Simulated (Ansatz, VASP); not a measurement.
**One calculation of MgS, two programs**

```
CELL_PARAMETERS angstrom
3.61091 0.00000 0.00000
-1.80545 3.12714 0.00000
0.00000 0.00000 3.30526
ATOMIC_POSITIONS crystal
Mg 0.00000 0.00000 0.50000
S 0.66667 0.33333 0.00000
```

Alike in both runs: functional r2SCAN50; k mesh 5 × 5 × 4; occupations fermi-dirac, width 0.05 eV; no spin polarisation.

|  | VASP | Ansatz |
| --- | --- | --- |
| version | VASP 6.6.1 | Ansatz 0.2.0 |
| potentials or method | VASP PAW PBE potentials, release 64 (Mg, S) | Ansatz PAW |
| plane-wave cutoff (eV) | 520 | 500 |
| valence electrons in the cell | 8 | 16 |
| task | single point | band structure |

Ansatz gave:

* gap on the k mesh at the Fermi level (eV): 4.96
* pressure (GPa): -2.4

Question: Estimate VASP's values.

Answer: gap on the k mesh at the Fermi level (eV): 4.95; pressure (GPa): -2.9.

VASP's potentials were made for PBE, not for r2SCAN50. The functional is the same, so the differences come from potentials, cutoffs and numerics. VASP's potentials hold 8 valence electrons a cell and Ansatz's 16, so a difference there can come from the potentials and not from the codes.

The k mesh is coarse, so the values compare programs but aren't converged.
